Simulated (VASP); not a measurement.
A run of VASP 6.6.1 is set up as follows.

File INCAR:

```
PREC     = Accurate       # precision mode
ENCUT    = 600            # plane-wave cutoff, eV
EDIFF    = 1E-6           # SCF threshold, eV
ISMEAR   = -1             # smearing method
SIGMA    = 0.1            # smearing width, eV
LREAL    = False          # projectors in reciprocal space
LASPH    = True           # aspherical terms in the spheres
NELM     = 120            # most SCF steps
ALGO     = Normal         # electronic algorithm
ISIF     = 2              # what is computed and relaxed
LWAVE    = False          # write WAVECAR
LCHARG   = True           # write CHGCAR
GGA      = PS             # functional
LELF     = True           # ELF
LVHAR    = True         
NBANDS   = 14             # bands
GGA_COMPAT= False
```

The input KPOINTS:

```
regular mesh
0
Gamma
  11 11 11
```

POSCAR

```
HfN
1.0
    0.0000000000      2.4042699009      2.4042699009
    2.4042699009      0.0000000000      2.4042699009
    2.4042699009      2.4042699009      0.0000000000
Hf N
1 1
Direct
    0.0000000000      0.0000000000      0.0000000000
    0.2500000000      0.2500000000      0.2500000000
```

Potentials or basis: VASP PAW PBE potentials, release 64 (Hf_pv, N).

The run is started by

```bash
$ cat potpaw_PBE.64/Hf_pv/POTCAR potpaw_PBE.64/N/POTCAR > POTCAR
$ mpirun -np 1 vasp_std > vasp.out
```

(1) Estimate the pressure.

(2) Estimate the band gap on the k mesh.

## Answers

(1) 7.2 GPa.

(2) zero (an odd number of electrons rules out a gap without spin polarisation).

Caveat: the cell stands under pressure; the PAW data sets were made with another functional, which shifts forces and pressure a little; spin-orbit coupling is left out, which moves the levels of the heavy elements.
